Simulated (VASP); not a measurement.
# SiAs4 (P-3m1) in VASP: relaxation of cell and atoms with PBE

Aim: the relaxation of cell and atoms of SiAs4 with PBE.

Everything below comes from runs of VASP 6.6.1. Logs are shortened: lines on timing, memory, paths and dates and some standing lists are left out, and cuts for length are marked.

**1. The cell of the first run**

Symmetry: P-3m1, No. 164, trigonal system. Conventional cell: a = 3.289 Å, b = 3.289 Å, c = 10.577 Å, α = 90.00°, β = 90.00°, γ = 120.00°. Si (site symmetry -3m) has 6 As at 2.37 Å within 3.1 Å. As (site symmetry 3m) has 3 Si at 2.37 Å and 12 As at 3.19 to 3.41 Å within 3.5 Å. As (site symmetry 3m) has 12 As at 3.19 to 3.29 Å within 4.2 Å.

The cell was generated, and may not be a known phase.

**2. Relaxation of cell and atoms, PBE**

File INCAR:

```
SYSTEM = SiAs4
  PREC = Accurate
  ENCUT = 510
  EDIFF = 1E-7
  ISMEAR = 0
  SIGMA = 0.1
  LREAL = .False.
  LASPH = .True.
  NELM = 120
  ALGO = Normal
  ISIF = 3
  LWAVE = .False.
  LCHARG = .False.
  GGA = PE
  IBRION = 2
  NSW = 90
  EDIFFG = -0.04
  GGA_COMPAT = .False.
  NELMIN = 4
```

File KPOINTS:

```
Automatic mesh
0
Gamma
  6 6 2
  0 0 0
```

File POSCAR:

```
SiAs4
1.0
    3.2892539600      0.0000000000      0.0000000000
   -1.6446269800      2.8485774900      0.0000000000
    0.0000000000      0.0000000000     10.5765348800
Si As
1 4
Direct
    0.0000000000      0.0000000000      0.0000000000
    0.3333333300      0.6666666700      0.8658552800
    0.3333333300      0.6666666700      0.3767953500
    0.6666666700      0.3333333300      0.1341447200
    0.6666666700      0.3333333300      0.6232046500
```

Potentials or basis: VASP PAW PBE potentials, release 64 (Si, As_d).

Command:

```bash
> cat potpaw_PBE.64/Si/POTCAR potpaw_PBE.64/As_d/POTCAR > POTCAR
> mpirun -np 1 vasp_std > vasp.out
```

OUTCAR:

```text
SYSTEM = SiAs4
   PREC = Accurate
   ENCUT = 510
   EDIFF = 1E-7
   ISMEAR = 0
   LREAL = .False.
   LASPH = .True.
   NELM = 120
   ISIF = 3
   GGA = PE
   IBRION = 2
   NSW = 90
   EDIFFG = -0.04
   NELMIN = 4

 ion  position               nearest neighbor table
   1  0.000  0.000  0.000-   2 2.37   4 2.37   4 2.37   2 2.37   4 2.37   2 2.37
   2  0.333  0.667  0.866-   1 2.37   1 2.37   1 2.37
   3  0.333  0.667  0.377-
   4  0.667  0.333  0.134-   1 2.37   1 2.37   1 2.37
   5  0.667  0.333  0.623-

  LATTYP: Found a hexagonal cell.
 ALAT       =     3.2892539600
 C/A-ratio  =     3.2154813853

  Lattice vectors:

 A1 = (   3.2892539600,   0.0000000000,   0.0000000000)
 A2 = (  -1.6446269800,   2.8485774900,   0.0000000000)
 A3 = (   0.0000000000,   0.0000000000,  10.5765348800)

Analysis of symmetry for initial positions (statically):
=====================================================================
 Subroutine PRICEL returns:
 Original cell was already a primitive cell.

 Routine SETGRP: Setting up the symmetry group for a
 hexagonal supercell.

 Subroutine GETGRP returns: Found 12 space group operations
 (whereof 12 operations were pure point group operations)
 out of a pool of 24 trial point group operations.

The static configuration has the point symmetry D_3d.

Analysis of symmetry for dynamics (positions and initial velocities):
=====================================================================
 Subroutine PRICEL returns:
 Original cell was already a primitive cell.

 Routine SETGRP: Setting up the symmetry group for a
 hexagonal supercell.

 Subroutine GETGRP returns: Found 12 space group operations
 (whereof 12 operations were pure point group operations)
 out of a pool of 24 trial point group operations.

The dynamic configuration has the point symmetry D_3d.

 Subroutine INISYM returns: Found 12 space group operations
 (whereof 12 operations are pure point group operations),
 and found     1 'primitive' translations

----------------------------------------------------------------------------------------

                                     Primitive cell

  volume of cell :      99.0989

  direct lattice vectors                    reciprocal lattice vectors
     3.289253960  0.000000000  0.000000000     0.304020307  0.175526206  0.000000000
    -1.644626980  2.848577490  0.000000000     0.000000000  0.351052412  0.000000000
     0.000000000  0.000000000 10.576534880     0.000000000  0.000000000  0.094548925

  length of vectors
     3.289253960  3.289253961 10.576534880     0.351052413  0.351052412  0.094548925

  position of ions in fractional coordinates (direct lattice)
     0.000000000  0.000000000  0.000000000
     0.333333330  0.666666670  0.865855280
     0.333333330  0.666666670  0.376795350
     0.666666670  0.333333330  0.134144720
     0.666666670  0.333333330  0.623204650

  ion indices of the primitive-cell ions
   primitive index   ion index
                 1           1
                 2           2
                 3           3
                 4           4
                 5           5

----------------------------------------------------------------------------------------

 KPOINTS: Automatic mesh

Automatic generation of k-mesh.
 Grid dimensions read from file:
 generate k-points for:    6    6    2

 Generating k-lattice:

  Cartesian coordinates                     Fractional coordinates (reciprocal lattice)
     0.050670051  0.029254368  0.000000000     0.166666667  0.000000000  0.000000000
     0.000000000  0.058508735  0.000000000     0.000000000  0.166666667  0.000000000
     0.000000000  0.000000000  0.047274462     0.000000000  0.000000000  0.500000000

  Length of vectors
     0.058508735  0.058508735  0.047274462

  Shift w.r.t. Gamma in fractional coordinates (k-lattice)
     0.000000000  0.000000000  0.000000000

 Subroutine IBZKPT returns following result:
 ===========================================

 Found     14 irreducible k-points:

 Following reciprocal coordinates:
            Coordinates               Weight
  0.000000  0.000000  0.000000      1.000000
  0.166667  0.000000  0.000000      6.000000
  0.333333 -0.000000  0.000000      6.000000
  0.500000 -0.000000  0.000000      3.000000
  0.166667  0.166667  0.000000      6.000000
  0.333333  0.166667  0.000000     12.000000
  0.333333  0.333333  0.000000      2.000000
  0.000000  0.000000  0.500000      1.000000
  0.166667  0.000000  0.500000      6.000000
  0.333333 -0.000000  0.500000      6.000000
  0.500000 -0.000000  0.500000      3.000000
  0.166667  0.166667  0.500000      6.000000
  0.333333  0.166667  0.500000     12.000000
  0.333333  0.333333  0.500000      2.000000
   k-points           NKPTS =     14   k-points in BZ     NKDIM =     14   number of bands    NBANDS=     38
   number of dos      NEDOS =    301   number of ions     NIONS =      5
   total plane-waves  NPLWV =  46080
   dimension x,y,z NGX =    24 NGY =   24 NGZ =   80
   dimension x,y,z NGXF=    48 NGYF=   48 NGZF=  160
   ions per type =               1   4
   NGX,Y,Z   is equivalent  to a cutoff of  12.13, 12.13, 12.57 a.u.
   NGXF,Y,Z  is equivalent  to a cutoff of  24.26, 24.26, 25.15 a.u.
 SYSTEM =  SiAs4
   PREC   = accura    normal or accurate (medium, high low for compatibility)
   ISTART =      0    job   : 0-new  1-cont  2-samecut
   ICHARG =      2    charge: 1-file 2-atom 10-const
   ISPIN  =      1    spin polarized calculation?
   LNONCOLLINEAR =      F non collinear calculations
   LSORBIT =      F    spin-orbit coupling
   LASPH  =      T    aspherical Exc in radial PAW
   ENCUT  =  510.0 eV  37.48 Ry    6.12 a.u.   6.06  6.06 19.48*2*pi/ulx,y,z
   NELM   =    120;   NELMIN=  4; NELMDL= -5     # of ELM steps
   EDIFF  = 0.1E-06   stopping-criterion for ELM
   LREAL  =      F    real-space projection
   EDIFFG = -.4E-01   stopping-criterion for IOM
   NSW    =     90    number of steps for IOM
   IBRION =      2    ionic relax: 0-MD 1-quasi-New 2-CG
   NFREE  =      1    steps in history (QN), initial steepest desc. (CG)
   ISIF   =      3    stress and relaxation
   ISYM   =      2    0-nonsym 1-usesym 2-fastsym
   POTIM  = 0.5000    time-step for ionic-motion
   TEBEG  =    0.0;   TEEND  =   0.0 temperature during run
   PSTRESS=    0.0 pullay stress
   NELECT =      64.0000    total number of electrons
   NUPDOWN=      -1.0000    fix difference up-down
   EMIN   =  10.00;   EMAX   =-10.00  energy-range for DOS
   EFERMI =   0.00;   METHOD = LEGACY
   ISMEAR =     0;   SIGMA  =   0.10  broadening in eV -4-tet -1-fermi 0-gaus
   EFERMI_NEDOS =   21; number of points for ismear=-14 and -15
   IALGO  =     38    algorithm
   IMIX   =      4    mixing-type and parameters
     AMIX     =   0.40;   BMIX     =  1.00
     AMIX_MAG =   1.60;   BMIX_MAG =  1.00
  volume/ion in A,a.u.               =      19.82       133.75
  Fermi-wavevector in a.u.,A,eV,Ry     =   1.415072  2.674098 27.244698  2.002429
  Thomas-Fermi vector in A             =   2.536548
   LORBIT       =      0    0 simple, 1 ext, 2 COOP (PROOUT), +10 PAW based schemes
   GGA     = PE    functional components
   LHFCALC =     F    Hartree Fock is set to
   AEXX    =    0.0000 exact exchange contribution
   IVDW    =     0    specifies the selected vdW correction
   LEPSILON=     F    determine dielectric tensor
   LRPA    =     F    only Hartree local field effects (RPA)
 conjugate gradient relaxation of ions
 non-spin polarized calculation
 Gauss-broadening in eV      SIGMA  =   0.10
  energy-cutoff  :      510.00
  volume of cell :       99.10
 maximum number of plane-waves:      2616
   NGX = 13   NGY = 13   NGZ = 39

--------------------------------------- Ionic step        1  -------------------------------------------

 number of electron      63.9999945 magnetization

 Free energy of the ion-electron system (eV)
  ---------------------------------------------------
  ext. energy  EPLUGINS =         0.00000000
  ---------------------------------------------------
  free energy    TOTEN  =       -21.23829641 eV

  energy without entropy =      -21.22507105  energy(sigma->0) =      -21.23168373

------------------------ aborting loop because EDIFF is reached ----------------------------------------

  FORCE on cell =-STRESS in cart. coord.  units (eV):
  Direction    XX          YY          ZZ          XY          YZ          ZX
  --------------------------------------------------------------------------------------
  -------------------------------------------------------------------------------------
  Total        3.0619117      3.0619117      1.9159138      0.0000000     -0.0000000      0.0000000
  in kB       49.5033285     49.5033285     30.9754558      0.0000000     -0.0000000      0.0000000
  external PRESSURE =      43.3273710 kB  Pullay stress =       0.0000000 kB
[... 98 lines left out ...]
  FREE ENERGIE OF THE ION-ELECTRON SYSTEM (eV)
  ---------------------------------------------------
  free  energy   TOTEN  =       -21.5177348791 eV

  energy  without entropy=      -21.5003852038  energy(sigma->0) =      -21.50906004

 E-fermi :   4.4558     XC(G=0): -10.9242

 val. band max:        4.4373631729   @ k =   0.0000   0.0000   0.5000
 cond. band min:       4.5419210602   @ k =   0.1667   0.0000   0.0000
 fundamental gap:      0.1045578873
 Fermi energy:         4.4558476931

 k-point     1 :       0.0000    0.0000    0.0000
  band No.  band energies     occupation
      1     -31.5683      2.00000
      2     -31.5683      2.00000
      3     -31.5511      2.00000
      4     -31.5388      2.00000
      5     -31.5388      2.00000
      6     -31.5189      2.00000
[... 563 lines left out ...]
     37       8.9365      0.00000
     38      10.0325      0.00000

[... ionic steps 4 to 16 ...]

--------------------------------------- Ionic step       17  -------------------------------------------

 number of electron      64.0000007 magnetization

------------------------ aborting loop because EDIFF is reached ----------------------------------------

  FORCE on cell =-STRESS in cart. coord.  units (eV):
  Direction    XX          YY          ZZ          XY          YZ          ZX
  --------------------------------------------------------------------------------------
  -------------------------------------------------------------------------------------
  Total        0.0049179      0.0049179      0.2855229      0.0000000      0.0000000      0.0000000
  in kB        0.0809392      0.0809392      4.6991334      0.0000000      0.0000000      0.0000000
  external PRESSURE =       1.6203373 kB  Pullay stress =       0.0000000 kB
[... 63 lines left out ...]
  energy  without entropy=      -23.1174144953  energy(sigma->0) =      -23.12274258

--------------------------------------- Ionic step       19  -------------------------------------------

 number of electron      63.9999994 magnetization

 Free energy of the ion-electron system (eV)
  ---------------------------------------------------
  ext. energy  EPLUGINS =         0.00000000
  ---------------------------------------------------
  free energy    TOTEN  =       -23.12815797 eV

  energy without entropy =      -23.11741249  energy(sigma->0) =      -23.12278523

 E-fermi :   4.4805     XC(G=0): -10.9645

 val. band max:        4.4682220914   @ k =   0.0000   0.0000   0.5000
 cond. band min:       4.4942189983   @ k =   0.0000   0.0000   0.0000
 fundamental gap:      0.0259969069
 Fermi energy:         4.4805469011

 k-point     1 :       0.0000    0.0000    0.0000
  band No.  band energies     occupation
      1     -31.4864      2.00000
      2     -31.4864      2.00000
      3     -31.4676      2.00000
      4     -31.4623      2.00000
      5     -31.4623      2.00000
      6     -31.4388      2.00000
[... 595 lines left out ...]
  FREE ENERGIE OF THE ION-ELECTRON SYSTEM (eV)
  ---------------------------------------------------
  free  energy   TOTEN  =       -23.1281579718 eV

  energy  without entropy=      -23.1174124888  energy(sigma->0) =      -23.12278523

 reached required accuracy - stopping structural energy minimisation
```

It took 7 min on 1 thread of Intel Xeon Platinum 8488C (Sapphire Rapids), shared host; peak memory 0.22 GiB.

Results:

```yaml
Free_energy: -23.1282 eV
Relaxed_volume: 19.54 Å³/atom
Relaxed_cell: a = 3.688 Å, b = 3.688 Å, c = 8.291 Å, α = 90.00°, β = 90.00°, γ = 120.00°
Space_group_after_relaxing_to_0.1_Å: P-3m1 (No. 164)
Energy_gained_by_relaxing: 378.0 meV/atom
Ionic_steps: 19
Pressure_after_relaxing: -0.1 GPa
Largest_force_after_relaxing: 0.029 eV/Å
Band_gap_on_the_k_mesh: zero (bands 32 and 33 overlap by 1.87 eV)
```

Forces on the atoms (eV/Å):
```
Si   0.000  0.000  0.000
As   0.000  0.000 -0.029
As   0.000  0.000 -0.026
As   0.000  0.000  0.029
As   0.000  0.000  0.026
```

Step by step:
```
step  energy change (eV)  largest force (eV/Å)  pressure (GPa)  volume (Å³)
   1              0.0000                2.0182            4.33        99.10
   2             -0.2774                0.5923           -3.79       106.98
   3             -0.2794                0.6021           -3.21       106.28
   4             -0.5935                0.6093           -2.92       103.38
   5             -1.0519                0.7585           -1.62        99.16
   6             -1.6108                0.1505            5.75        90.31
   7             -1.7085                0.5362            5.24        91.98
   8             -1.7132                0.5969            5.15        92.34
   9             -1.8174                0.4823            1.56        95.97
  10             -1.8420                0.3966           -1.05        99.18
  11             -1.8421                0.4027           -0.84        98.93
  12             -1.8592                0.3164           -0.65        98.65
  13             -1.8830                0.1443           -0.19        97.91
  14             -1.8653                0.2967            1.30        96.37
  15             -1.8881                0.1190            0.01        97.50
  16             -1.8886                0.0998            0.15        97.29
  17             -1.8887                0.1050            0.16        97.35
  18             -1.8898                0.0493           -0.03        97.58
  19             -1.8899                0.0286           -0.15        97.68
```

Final structure:
```
Si As
1.0
     3.68825    0.00000    0.00000
    -1.84413    3.19412    0.00000
     0.00000    0.00000    8.29137
Si As
1 4
Direct
  0.00000 0.00000 0.00000
  0.33333 0.66667 0.82560
  0.33333 0.66667 0.39884
  0.66667 0.33333 0.17440
  0.66667 0.33333 0.60116
```

Caveat: the k points lie up to 0.38 Å⁻¹ apart in the final cell, too coarse for converged energies and pressures of a metal; a cell axis changed by over 15 % at a fixed basis, so the end point is rough.

The gap in the log of VASP goes by the Fermi energy; the results here count the filled bands.